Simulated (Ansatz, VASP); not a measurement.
Ag: VASP beside Ansatz

File INCAR:

```
SYSTEM = Ag
ALGO = Fast
EDIFF = 1E-6
ENCUT = 520
GGA = PE
ISIF = 2
ISMEAR = 0
LASPH = .True.
LCHARG = .False.
LREAL = .False.
LWAVE = .False.
NBANDS = 12
NELM = 100
PREC = Accurate
SIGMA = 0.15
```

File KPOINTS:

```
k-points
0
Gamma
  22 22 22
  0 0 0
```

The input POSCAR:

```
Ag
1.0
    0.0000000000      1.9792108454      2.1771319299
    1.9792108454      0.0000000000      2.1771319299
    1.9792108454      1.9792108454      0.0000000000
Ag
1
Direct
    0.0000000000      0.0000000000      0.0000000000
```

Input for Ansatz:

```yaml
crystal:
  lattice:
    - [0.0, 1.9792108454, 2.1771319299]
    - [1.9792108454, 0.0, 2.1771319299]
    - [1.9792108454, 1.9792108454, 0.0]
  atoms:
    - { symbol: Ag, position: [0.0, 0.0, 0.0] }
basis:
  ecutwfc: 420
kpoints:
  mp_grid: { grid: [22, 22, 22] }
hamiltonian:
  xc: pbe
scf:
  occupations: { method: gaussian, width: 0.15 }
output:
  forces: true
  stress: true
  eigenvalues: true
```

Alike in both runs: task single point; functional PBE; k mesh 22 × 22 × 22; occupations gaussian, width 0.15 eV; no spin polarisation.

|  | VASP | Ansatz |
| --- | --- | --- |
| version | VASP 6.6.1 | Ansatz 0.2.0 |
| potentials or method | VASP PAW PBE potentials, release 64 (Ag), cutoff 520 eV | scalar-relativistic, plane waves, PAW |
| valence electrons in the cell | 11 | 19 |

Ansatz gave:

| Property | Result |
| --- | --- |
| gap on the k mesh at the Fermi level (eV) | none |
| pressure (GPa) | 5.1 |
| traceless stress, the component that is largest in VASP (GPa) | -3.52 |

Problem. Which values does VASP return?

Solution. gap on the k mesh at the Fermi level (eV): none; pressure (GPa): 4.9; traceless stress, the component that is largest in VASP (GPa): -3.49.

A gap of «none» marks a metal or a gap that the smearing closes. The functional is the same, so the differences come from potentials, cutoffs and numerics. VASP's potentials hold 11 valence electrons a cell and Ansatz's 19, so a difference there can come from the potentials and not from the codes.
